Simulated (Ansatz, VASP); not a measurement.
# Cd in VASP and in Ansatz

```
Cd
1.0
    -1.78432    1.78432    1.78432
     1.78432   -1.78432    1.78432
     1.78432    1.78432   -1.78432
Cd
1
Direct
  0.00000 0.00000 0.00000
```

Alike in both runs: task single point; functional LDA; k mesh 14 × 14 × 14; occupations gaussian, width 0.05 eV; no spin polarisation.

```csv
,VASP,Ansatz
version,VASP 6.6.1,Ansatz 0.2.0
potentials or method,"VASP PAW LDA potentials, release 64 (Cd), cutoff 520 eV","scalar-relativistic, plane waves, PAW"
valence electrons in the cell,12,20
```

|  | VASP | Ansatz | Ansatz less VASP |
| --- | --- | --- | --- |
| gap on the k mesh at the Fermi level (eV) | none | none | - |
| pressure (GPa) | -4.8 | -5.1 | -0.27 |

LDA's correlation is that of Perdew and Zunger in VASP and of Perdew and Wang (1992) in Ansatz. A gap of «none» marks a metal or a gap that the smearing closes. VASP's potentials hold 12 valence electrons a cell and Ansatz's 20, so a difference there can come from the potentials and not from the codes.
